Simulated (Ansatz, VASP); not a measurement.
**Al2O3: VASP beside Ansatz**

```
Al O
1.0
     2.38025    1.37424    4.46182
    -2.38025    1.37424    4.46182
     0.00000   -2.74848    4.46182
Al O
4 6
Cartesian
  0.0000 0.0000 4.7014
  0.0000 0.0000 1.9913
  0.0000 0.0000 8.6841
  0.0000 0.0000 11.3941
  -0.9187 1.3742 7.8082
  -0.7308 -1.4827 7.8082
  1.6495 0.1085 7.8082
  0.9187 -1.3742 5.5773
  0.7308 1.4827 5.5773
  -1.6495 -0.1085 5.5773
```

Change from the starting cell: z stretched by +3 %, ions relaxed.

Alike in both runs: functional PBE; k mesh 8 × 8 × 8; occupations fermi-dirac, width 0.02 eV; no spin polarisation.

Ansatz relaxed the structure, and its values are those at the end. VASP's run is a single point on that final structure, the one shown.

```csv
,VASP,Ansatz
version,VASP 6.6.1,Ansatz 0.2.0
potentials or method,"VASP PAW PBE potentials, release 64 (Al, O)","plane-wave PAW, scalar-relativistic"
plane-wave cutoff (eV),520,420
valence electrons in the cell,48,48
```

Ansatz gave:

```
gap on the k mesh at the Fermi level (eV) : 5.82
pressure (GPa)                            : 0.4
```

Question: Which values does VASP return?

Answer: gap on the k mesh at the Fermi level (eV): 5.81; pressure (GPa): 0.2.

Ansatz's warnings: stress scf threshold loose.
